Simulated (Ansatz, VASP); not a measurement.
Two plane-wave programs on CsH

```
Cs H
1.0
     0.00000    3.05112    3.05112
     3.05112    0.00000    3.05112
     3.05112    3.05112    0.00000
Cs H
1 1
Direct
  0.00000 0.00000 0.00000
  0.50000 0.50000 0.50000
```

Alike in both runs: functional LDA; k mesh 8 × 8 × 8; occupations gaussian, width 0.02 eV; no spin polarisation.

Ansatz relaxed the structure, and its values are those at the end. VASP's run is a single point on that final structure, the one shown.

```csv
,VASP,Ansatz
version,VASP 6.6.1,Ansatz 0.2.0
potentials or method,"VASP PAW LDA potentials, release 64 (Cs_sv, H), cutoff 520 eV","scalar-relativistic, plane waves, PAW"
valence electrons in the cell,10,10
```

|  | VASP | Ansatz | Ansatz less VASP |
| --- | --- | --- | --- |
| gap on the k mesh at the Fermi level (eV) | 1.73 | 1.75 | +0.027 |
| least direct gap on the mesh (eV) | 1.73 | 1.75 | +0.027 |
| pressure (GPa) | 0.0 | 0.0 | -0.06 |

LDA's correlation is that of Perdew and Zunger in VASP and of Perdew and Wang (1992) in Ansatz.

Neither program's run includes spin-orbit coupling.
